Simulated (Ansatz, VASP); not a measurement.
One calculation of Zn, two programs

```xyz
2
Lattice="2.6648 0.0000 0.0000 -1.3324 2.4289 0.0000 0.0000 0.0000 4.9467" Properties=species:S:1:pos:R:3 pbc="T T T"
Zn    0.0000    1.6193    1.2367
Zn    1.3324    0.8096    3.7100
```

Change from the starting cell: strain +0.0525 x Voigt [0, 1, 0, 0, 0, 0], atoms carried along.

Alike in both runs: task single point; functional PBEsol; k mesh 24 × 24 × 10; occupations gaussian, width 0.15 eV; no spin polarisation.

|  | VASP | Ansatz |
| --- | --- | --- |
| version | VASP 6.6.1 | Ansatz 0.2.0 |
| potentials or method | VASP PAW PBE potentials, release 64 (Zn), cutoff 520 eV | scalar-relativistic, plane waves, PAW |
| valence electrons in the cell | 24 | 24 |

```csv
,VASP,Ansatz,Ansatz less VASP
gap on the k mesh at the Fermi level (eV),none,none,-
pressure (GPa),-7.6,-8.1,-0.44
"traceless stress, the component that is largest in VASP (GPa)",-1.72,-1.74,-0.018
rms of the force components (eV/Å),0.026,0.025,-0.0001
```

VASP's potentials were made for PBE, not for PBEsol. Atom by atom the forces differ by 0.000 eV/Å (rms over components). A gap of «none» marks a metal or a gap that the smearing closes.
